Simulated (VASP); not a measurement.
TePt:

```xyz
4
Lattice="1.9816 1.1441 6.6610 -1.9816 1.1441 6.6610 0.0000 -2.2881 6.6610" Properties=species:S:1:pos:R:3 pbc="T T T"
Te    0.0000    0.0000   11.9499
Te    0.0000    0.0000    8.0332
Pt    0.0000    0.0000   17.3920
Pt    0.0000    0.0000    2.5911
```

| Quantity | Value |
| --- | --- |
| Program | VASP 6.6.1 |
| Task | relaxation of cell and atoms |
| Functional | PBEsol |
| Dispersion | D4 |
| Potentials or basis | VASP PAW PBE potentials, release 64 (Te, Pt) |
| Cutoff | 600 eV |
| k mesh | 12 × 12 × 12 |
| Occupations | gaussian, width 0.1 eV |
| Spin | no spin polarisation |

At the start: pressure -2.8 GPa; volume 22.65 Å³/atom.

Q: How do energy, volume and symmetry change on relaxing?

A: Over 23 steps the energy falls by 9.8 meV/atom and the volume is 21.72 Å³/atom (-4.1 %); space group R-3m (No. 166, to 0.1 Å) before and after.

Step by step:
```
step  energy change (eV)  largest force (eV/Å)  pressure (GPa)  volume (Å³)
   1              0.0000                0.1999           -2.77        90.60
   2              0.0261                0.7446            5.32        85.57
   3             -0.0193                0.3245            0.16        88.56
   4             -0.0295                0.1895            0.04        88.10
   5             -0.0321                0.2230           -0.01        87.68
   6             -0.0365                0.1384           -0.27        87.47
   7             -0.0383                0.0431           -0.54        87.17
   8             -0.0338                0.1238            1.55        85.76
   9             -0.0389                0.0039           -0.02        86.82
  10             -0.0389                0.0030           -0.04        86.83
  11             -0.0391                0.0046           -0.01        86.85
  12             -0.0391                0.0084            0.02        86.86
  13             -0.0391                0.0174            0.06        86.88
  14             -0.0391                0.0124            0.05        86.87
  15             -0.0391                0.0104           -0.13        87.00
  16             -0.0391                0.0095           -0.02        86.90
  17             -0.0391                0.0045            0.02        86.89
  18             -0.0391                0.0041            0.02        86.89
  19             -0.0391                0.0038            0.02        86.89
  20             -0.0391                0.0044           -0.01        86.92
  21             -0.0391                0.0017           -0.02        86.91
  22             -0.0391                0.0026            0.00        86.90
  23             -0.0391                0.0017            0.00        86.90
```

Final structure:
```yaml
crystal:
  lattice:
    - [1.96953, 1.13711, 6.46678]
    - [-1.96953, 1.13711, 6.46678]
    - [0.00000, -2.27421, 6.46678]
  atoms:
    - { symbol: Te, position: [0.60061, 0.60061, 0.60061] }
    - { symbol: Te, position: [0.39939, 0.39939, 0.39939] }
    - { symbol: Pt, position: [0.87047, 0.87047, 0.87047] }
    - { symbol: Pt, position: [0.12953, 0.12953, 0.12953] }
```

Caveat: the PAW data sets were made with another functional, which shifts forces and pressure a little.
